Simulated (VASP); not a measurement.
# Ti23O48 (a cell with a defect) in VASP: single point with PBEsol

Aim: the single point of Ti23O48 (a cell with a defect) with PBEsol.

All numbers are computed with VASP 6.6.1; they aren't measurements. Logs are shortened: lines on timing, memory, paths and dates and some standing lists are left out, and cuts for length are marked.

## 1. The cell of the first run

The cell holds a defect, 71 atoms: a = 9.183 Å, b = 9.183 Å, c = 8.817 Å, α = 90.00°, β = 90.00°, γ = 90.00°.

## 2. Single point, PBEsol

File INCAR:

```
ALGO = Normal
EDIFF = 1E-6
ENCUT = 520
GGA = PS
GGA_COMPAT = F
ISIF = 2
ISMEAR = -1
ISYM = 0
LASPH = T
LCHARG = F
LREAL = Auto
LWAVE = F
NBANDS = 323
NELECT = 568.0
NELM = 120
PREC = Accurate
SIGMA = 0.05
```

File KPOINTS:

```
Automatic mesh
0
Gamma
  1 1 1
  0.25 0.25 0.25
```

File POSCAR:

```
Ti23O48
1.0
    9.1828280000      0.0000000000      0.0000000000
    0.0000000000      9.1828280000      0.0000000000
    0.0000000000      0.0000000000      8.8166120000
Ti O
23 48
Direct
    0.9997010000      0.9996720000      0.9951590000
    0.9998220000      0.9998630000      0.3280980000
    0.9999070000      0.9998230000      0.6614910000
    0.0001050000      0.5002600000      0.9996090000
    0.0000680000      0.4997220000      0.3333700000
    0.9993300000      0.4995130000      0.6671060000
    0.5000240000      0.0003290000      0.9996350000
    0.5000460000      0.9996790000      0.3333900000
    0.4993580000      0.9994520000      0.6671290000
    0.4994800000      0.4994560000      0.0125300000
    0.5001580000      0.5000700000      0.6554430000
    0.2555540000      0.2554560000      0.1725980000
    0.2559470000      0.2557820000      0.4959350000
    0.2458650000      0.2461370000      0.8340390000
    0.2558570000      0.7449410000      0.1671670000
    0.2548400000      0.7439040000      0.5002960000
    0.2550520000      0.7444720000      0.8337140000
    0.7449250000      0.2558730000      0.1671630000
    0.7439490000      0.2547940000      0.5002750000
    0.7445480000      0.2549790000      0.8336990000
    0.7439590000      0.7438530000      0.1710940000
    0.7442640000      0.7441050000      0.4944740000
    0.7534080000      0.7536900000      0.8330610000
    0.1523250000      0.1523190000      0.9989490000
    0.1512910000      0.1512800000      0.3341000000
    0.1523180000      0.1523250000      0.6687480000
    0.1459020000      0.6548450000      0.9986280000
    0.1506100000      0.6519260000      0.3337730000
    0.1458560000      0.6549710000      0.6693740000
    0.6548090000      0.1459320000      0.9986390000
    0.6519560000      0.1505690000      0.3337790000
    0.6549780000      0.1458330000      0.6693710000
    0.6527380000      0.6527390000      0.9999190000
    0.6574030000      0.6574080000      0.3336260000
    0.6528590000      0.6528240000      0.6678620000
    0.3469400000      0.3468990000      0.0000260000
    0.3423200000      0.3423330000      0.3339120000
    0.3469870000      0.3469560000      0.6678820000
    0.3448990000      0.8539660000      0.9985850000
    0.3478900000      0.8491860000      0.3340660000
    0.3449460000      0.8539190000      0.6693790000
    0.8539320000      0.3449360000      0.9985980000
    0.8492360000      0.3478450000      0.3340760000
    0.8539510000      0.3449260000      0.6693680000
    0.8472690000      0.8472420000      0.9992250000
    0.8484760000      0.8484740000      0.3341770000
    0.8475770000      0.8476050000      0.6690270000
    0.0981800000      0.4036190000      0.1674060000
    0.0982730000      0.4037760000      0.5006230000
    0.1001720000      0.4049070000      0.8340220000
    0.0969620000      0.9027290000      0.1665330000
    0.0970920000      0.9026730000      0.5014590000
    0.0974060000      0.9023440000      0.8342640000
    0.6067070000      0.3931710000      0.1476300000
    0.6066820000      0.3930080000      0.5203630000
    0.5998400000      0.3998970000      0.8339810000
    0.5961310000      0.9015930000      0.1674320000
    0.5960900000      0.9015200000      0.5006560000
    0.5949460000      0.8996730000      0.8340350000
    0.4036290000      0.0981630000      0.1674790000
    0.4037870000      0.0982490000      0.5005670000
    0.4048630000      0.1001900000      0.8339990000
    0.3931490000      0.6067170000      0.1475850000
    0.3930350000      0.6066720000      0.5204030000
    0.3998960000      0.5998200000      0.8340010000
    0.9027400000      0.0969540000      0.1665090000
    0.9026890000      0.0970660000      0.5014790000
    0.9023270000      0.0974180000      0.8342760000
    0.9015970000      0.5961090000      0.1675040000
    0.9015470000      0.5960840000      0.5006000000
    0.8996450000      0.5949810000      0.8340140000
```

Potentials or basis: VASP PAW PBE potentials, release 64 (Ti_sv, O).

Started as:

```
> cat potpaw_PBE.64/Ti_sv/POTCAR potpaw_PBE.64/O/POTCAR > POTCAR
> mpirun -np 1 vasp_std > vasp.out
```

OUTCAR:

```text
EDIFF = 1E-6
   ENCUT = 520
   GGA = PS
   ISIF = 2
   ISMEAR = -1
   ISYM = 0
   LASPH = T
   LREAL = Auto
   NELECT = 568.0
   NELM = 120
   PREC = Accurate

 ion  position               nearest neighbor table
   1  1.000  1.000  0.995-  53 1.90  68 1.90  66 1.97  51 1.97  45 1.98  24 1.98
   2  1.000  1.000  0.328-  66 1.90  51 1.90  46 1.97  25 1.97  67 1.98  52 1.98
   3  1.000  1.000  0.661-  52 1.89  67 1.89  47 1.98  53 1.98  26 1.98  68 1.98
   4  0.000  0.500  1.000-  71 1.93  50 1.93  69 1.95  48 1.95  27 1.95  42 1.96
   5  0.000  0.500  0.333-  48 1.93  69 1.93  49 1.94  70 1.94  43 1.97  28 1.97
   6  0.999  0.500  0.667-  70 1.94  49 1.94  71 1.94  50 1.94  44 1.95  29 1.96
   7  0.500  0.000  1.000-  62 1.93  59 1.94  60 1.94  57 1.95  30 1.95  39 1.96
   8  0.500  1.000  0.333-  57 1.93  60 1.93  58 1.94  61 1.94  40 1.97  31 1.97
   9  0.499  0.999  0.667-  61 1.94  58 1.94  62 1.94  59 1.94  41 1.95  32 1.96
  10  0.499  0.499  0.013-  54 1.83  63 1.83  36 1.98  33 1.99  65 2.04  56 2.04
  11  0.500  0.500  0.655-  55 1.83  64 1.83  35 1.99  38 1.99  56 2.04  65 2.04
  12  0.256  0.255  0.173-  37 1.81  36 1.93  25 1.96  60 1.98  48 1.99  24 2.03  13 2.85
  13  0.256  0.256  0.496-  37 1.82  38 1.92  25 1.97  61 1.98  49 1.99  26 2.03  12 2.85
  14  0.246  0.246  0.834-  24 1.90  26 1.90  36 1.96  38 1.97  50 1.98  62 1.98
  15  0.256  0.745  0.167-  63 1.80  40 1.95  28 1.95  39 1.97  27 1.98  51 2.06
  16  0.255  0.744  0.500-  64 1.80  28 1.95  40 1.95  29 1.97  41 1.98  52 2.06
  17  0.255  0.744  0.834-  65 1.88  29 1.94  41 1.95  27 1.95  39 1.95  53 2.05
[... 40 lines left out ...]
  58  0.596  0.902  0.501-   9 1.94   8 1.94  22 1.99
  59  0.595  0.900  0.834-   7 1.94   9 1.94  23 1.98
  60  0.404  0.098  0.167-   8 1.93   7 1.94  12 1.98
  61  0.404  0.098  0.501-   9 1.94   8 1.94  13 1.98
  62  0.405  0.100  0.834-   7 1.93   9 1.94  14 1.98
  63  0.393  0.607  0.148-  15 1.80  10 1.83
  64  0.393  0.607  0.520-  16 1.80  11 1.83
  65  0.400  0.600  0.834-  17 1.88  10 2.04  11 2.04
  66  0.903  0.097  0.167-   2 1.90   1 1.97  18 2.06
  67  0.903  0.097  0.501-   3 1.89   2 1.98  19 2.05
  68  0.902  0.097  0.834-   1 1.90   3 1.98  20 2.05
  69  0.902  0.596  0.168-   5 1.93   4 1.95  21 1.98
  70  0.902  0.596  0.501-   6 1.94   5 1.94  22 1.98
  71  0.900  0.595  0.834-   4 1.93   6 1.94  23 1.98

IMPORTANT INFORMATION: All symmetrisations will be switched off!
NOSYMM: (Re-)initialisation of all symmetry stuff for point group C_1.

----------------------------------------------------------------------------------------

                                     Primitive cell

  volume of cell :     743.4549

  direct lattice vectors                    reciprocal lattice vectors
     9.182828000  0.000000000  0.000000000     0.108898914  0.000000000  0.000000000
     0.000000000  9.182828000  0.000000000     0.000000000  0.108898914  0.000000000
     0.000000000  0.000000000  8.816612000     0.000000000  0.000000000  0.113422253

  length of vectors
     9.182828000  9.182828000  8.816612000     0.108898914  0.108898914  0.113422253

  position of ions in fractional coordinates (direct lattice)
     0.999701000  0.999672000  0.995159000
     0.999822000  0.999863000  0.328098000
     0.999907000  0.999823000  0.661491000
     0.000105000  0.500260000  0.999609000
     0.000068000  0.499722000  0.333370000
     0.999330000  0.499513000  0.667106000
[... 63 lines left out ...]
     0.901547000  0.596084000  0.500600000
     0.899645000  0.594981000  0.834014000

  ion indices of the primitive-cell ions
   primitive index   ion index
                 1           1
                 2           2
                 3           3
                 4           4
                 5           5
                 6           6
[... 63 lines left out ...]
                70          70
                71          71

----------------------------------------------------------------------------------------

 KPOINTS: Automatic mesh

Automatic generation of k-mesh.
 Grid dimensions read from file:
 generate k-points for:    1    1    1

 Generating k-lattice:

  Cartesian coordinates                     Fractional coordinates (reciprocal lattice)
     0.108898914  0.000000000  0.000000000     1.000000000  0.000000000  0.000000000
     0.000000000  0.108898914  0.000000000     0.000000000  1.000000000  0.000000000
     0.000000000  0.000000000  0.113422253     0.000000000  0.000000000  1.000000000

  Length of vectors
     0.108898914  0.108898914  0.113422253

  Shift w.r.t. Gamma in fractional coordinates (k-lattice)
     0.250000000  0.250000000  0.250000000

 Subroutine IBZKPT returns following result:
 ===========================================

 Found      4 irreducible k-points:

 Following reciprocal coordinates:
            Coordinates               Weight
  0.250000  0.250000  0.250000      2.000000
 -0.250000  0.250000  0.250000      2.000000
 -0.250000 -0.250000  0.250000      2.000000
  0.250000 -0.250000  0.250000      2.000000
   k-points           NKPTS =      4   k-points in BZ     NKDIM =      4   number of bands    NBANDS=    323
   number of dos      NEDOS =    301   number of ions     NIONS =     71
   total plane-waves  NPLWV = 343000
   dimension x,y,z NGX =    70 NGY =   70 NGZ =   70
   dimension x,y,z NGXF=   140 NGYF=  140 NGZF=  140
   ions per type =              23  48
   NGX,Y,Z   is equivalent  to a cutoff of  12.67, 12.67, 13.20 a.u.
   NGXF,Y,Z  is equivalent  to a cutoff of  25.35, 25.35, 26.40 a.u.
 SYSTEM =  unknown system
   PREC   = accura    normal or accurate (medium, high low for compatibility)
   ISTART =      0    job   : 0-new  1-cont  2-samecut
   ICHARG =      2    charge: 1-file 2-atom 10-const
   ISPIN  =      1    spin polarized calculation?
   LNONCOLLINEAR =      F non collinear calculations
   LSORBIT =      F    spin-orbit coupling
   LASPH  =      T    aspherical Exc in radial PAW
   ENCUT  =  520.0 eV  38.22 Ry    6.18 a.u.  17.07 17.07 16.39*2*pi/ulx,y,z
   NELM   =    120;   NELMIN=  2; NELMDL= -5     # of ELM steps
   EDIFF  = 0.1E-05   stopping-criterion for ELM
   LREAL  =      T    real-space projection
   EDIFFG = 0.1E-04   stopping-criterion for IOM
   NSW    =      0    number of steps for IOM
   IBRION =     -1    ionic relax: 0-MD 1-quasi-New 2-CG
   NFREE  =      0    steps in history (QN), initial steepest desc. (CG)
   ISIF   =      2    stress and relaxation
   ISYM   =      0    0-nonsym 1-usesym 2-fastsym
   POTIM  = 0.5000    time-step for ionic-motion
   TEBEG  =    0.0;   TEEND  =   0.0 temperature during run
   PSTRESS=    0.0 pullay stress
   NELECT =     568.0000    total number of electrons
   NUPDOWN=      -1.0000    fix difference up-down
   EMIN   =  10.00;   EMAX   =-10.00  energy-range for DOS
   EFERMI =   0.00;   METHOD = LEGACY
   ISMEAR =    -1;   SIGMA  =   0.05  broadening in eV -4-tet -1-fermi 0-gaus
   EFERMI_NEDOS =   21; number of points for ismear=-14 and -15
   IALGO  =     38    algorithm
   IMIX   =      4    mixing-type and parameters
     AMIX     =   0.40;   BMIX     =  1.00
     AMIX_MAG =   1.60;   BMIX_MAG =  1.00
  volume/ion in A,a.u.               =      10.47        70.66
  Fermi-wavevector in a.u.,A,eV,Ry     =   1.496601  2.828166 30.474532  2.239815
  Thomas-Fermi vector in A             =   2.608597
   LORBIT       =      0    0 simple, 1 ext, 2 COOP (PROOUT), +10 PAW based schemes
   GGA     = PS    functional components
   LHFCALC =     F    Hartree Fock is set to
   AEXX    =    0.0000 exact exchange contribution
   IVDW    =     0    specifies the selected vdW correction
   LEPSILON=     F    determine dielectric tensor
   LRPA    =     F    only Hartree local field effects (RPA)
 non-spin polarized calculation
  energy-cutoff  :      520.00
  volume of cell :      743.45
 maximum number of plane-waves:     20027
 NGX is ok and might be reduce to    70
   NGX = 35   NGY = 35   NGZ = 33

 number of electron     567.9999964 magnetization

 Free energy of the ion-electron system (eV)
  ---------------------------------------------------
  ext. energy  EPLUGINS =         0.00000000
  ---------------------------------------------------
  free energy    TOTEN  =      -633.46654697 eV

  energy without entropy =     -633.46654697  energy(sigma->0) =     -633.46654697

 E-fermi :   5.4109     XC(G=0): -11.6611

 val. band max:        4.3907199805   @ k =  -0.2500  -0.2500   0.2500
 cond. band min:       6.4295320049   @ k =   0.2500   0.2500   0.2500
 fundamental gap:      2.0388120244
 Fermi energy:         5.4108804070

 k-point     1 :       0.2500    0.2500    0.2500
  band No.  band energies     occupation
      1     -52.2584      2.00000
      2     -52.2583      2.00000
      3     -52.2043      2.00000
      4     -52.2042      2.00000
      5     -52.1812      2.00000
      6     -52.1811      2.00000
[... 1185 lines left out ...]
    295       6.9583      0.00000
    296       6.9654      0.00000
 [bands above 296 left out]

------------------------ aborting loop because EDIFF is reached ----------------------------------------

  FORCE on cell =-STRESS in cart. coord.  units (eV):
  Direction    XX          YY          ZZ          XY          YZ          ZX
  --------------------------------------------------------------------------------------
  -------------------------------------------------------------------------------------
  Total       52.2256545     52.2349196     48.4044505     -2.4372188      0.0448210      0.0381949
  in kB      112.5485346    112.5685013    104.3136755     -5.2523115      0.0965912      0.0823117
  external PRESSURE =     109.8102372 kB  Pullay stress =       0.0000000 kB

 VOLUME and BASIS-vectors are now :
 -----------------------------------------------------------------------------
  energy-cutoff  :      520.00
  volume of cell :      743.45
      direct lattice vectors                 reciprocal lattice vectors
     9.182828000  0.000000000  0.000000000     0.108898914  0.000000000  0.000000000
     0.000000000  9.182828000  0.000000000     0.000000000  0.108898914  0.000000000
     0.000000000  0.000000000  8.816612000     0.000000000  0.000000000  0.113422253

 POSITION                                       TOTAL-FORCE (eV/Angst)
 -----------------------------------------------------------------------------------
      9.18008      9.17982      8.77393        -0.000636      0.001661      0.041036
      9.18119      9.18157      2.89271         0.005111      0.004444      0.017740
      9.18197      9.18120      5.83211         0.001683      0.004264     -0.006113
      0.00096      4.59380      8.81316        -0.007751     -0.005763      0.007959
      0.00062      4.58886      2.93919        -0.003019     -0.001669     -0.013595
      9.17668      4.58694      5.88161         0.008134      0.008130      0.017532
[... 63 lines left out ...]
      8.27875      5.47374      4.41360        -0.025219      0.008033     -0.011740
      8.26129      5.46361      7.35318         0.004834      0.029682     -0.004982
 -----------------------------------------------------------------------------------
    total drift:                               -0.000964     -0.003478      0.048714

  FREE ENERGIE OF THE ION-ELECTRON SYSTEM (eV)
  ---------------------------------------------------
  free  energy   TOTEN  =      -633.4665469716 eV

  energy  without entropy=     -633.4665469659  energy(sigma->0) =     -633.46654697
```

Run time: 1.6 h. Hardware: 1 thread of Intel Xeon 8259CL, shared host; peak memory 1.1 GiB.

Results:

* Free energy: -633.4665 eV
* Largest force: 0.105 eV/Å

Forces in eV/Å, atoms in the order of the input:
```
Ti  -0.001  0.002  0.041
Ti   0.005  0.004  0.018
Ti   0.002  0.004 -0.006
Ti  -0.008 -0.006  0.008
Ti  -0.003 -0.002 -0.014
Ti   0.008  0.008  0.018
Ti  -0.003 -0.007  0.007
Ti   0.001 -0.002 -0.011
Ti   0.008  0.007  0.019
Ti   0.005  0.006 -0.075
Ti   0.004 -0.005  0.055
Ti  -0.028 -0.026 -0.072
Ti  -0.032 -0.027  0.053
Ti   0.020  0.020 -0.004
Ti  -0.063  0.046 -0.028
Ti  -0.050  0.058  0.021
Ti  -0.032  0.033  0.003
Ti   0.048 -0.065 -0.027
Ti   0.057 -0.049  0.023
Ti   0.032 -0.027  0.002
Ti   0.026  0.027 -0.052
Ti   0.032  0.036  0.089
Ti  -0.009 -0.016 -0.001
O   -0.015 -0.014  0.032
O   -0.012 -0.012  0.006
O   -0.015 -0.015 -0.003
O   -0.011 -0.006  0.008
O   -0.021 -0.016  0.003
O   -0.022 -0.018  0.006
O   -0.005 -0.010  0.007
O   -0.015 -0.020  0.003
O   -0.019 -0.019  0.005
O   -0.023 -0.024 -0.036
O   -0.070 -0.070  0.004
O   -0.018 -0.018  0.029
O    0.017  0.018 -0.030
O    0.074  0.074  0.012
O    0.025  0.025  0.040
O    0.011  0.013  0.001
O    0.015  0.021  0.002
O    0.005  0.012 -0.002
O    0.013  0.011  0.000
O    0.022  0.014  0.001
O    0.011  0.007 -0.002
O    0.016  0.016  0.017
O    0.008  0.008 -0.003
O    0.010  0.010 -0.019
O    0.025 -0.007  0.002
O    0.026 -0.011 -0.008
O   -0.007 -0.032 -0.010
O    0.037 -0.033  0.006
O    0.031 -0.030 -0.031
O    0.030 -0.029 -0.019
O   -0.038  0.036  0.065
O   -0.044  0.045 -0.064
O   -0.027  0.026  0.004
O    0.007 -0.024 -0.003
O    0.009 -0.026 -0.012
O    0.029  0.006 -0.004
O   -0.007  0.023  0.003
O   -0.010  0.025 -0.008
O   -0.032 -0.006 -0.010
O    0.037 -0.039  0.064
O    0.046 -0.045 -0.063
O    0.025 -0.027  0.003
O   -0.034  0.038  0.007
O   -0.030  0.032 -0.032
O   -0.027  0.029 -0.018
O   -0.024  0.006 -0.002
O   -0.025  0.008 -0.012
O    0.005  0.030 -0.005
```

Levels at points of the mesh, in eV from the Fermi level:
| k point | band 280 | band 281 | band 282 | band 283 | band 284 | band 285 | band 286 | band 287 | band 288 | band 289 |
| --- | --- | --- | --- | --- | --- | --- | --- | --- | --- | --- |
| (0.25, 0.25, 0.25) | -1.50 | -1.40 | -1.36 | -1.34 | -1.02 | 1.02 | 1.09 | 1.24 | 1.35 | 1.37 |

Caveat: the cell carries a net charge on a neutralising background, which shifts energy and pressure; the cell is charged against a uniform background, so pressure and absolute levels hang on convention; the PAW data sets were made with another functional, which shifts forces and pressure a little.
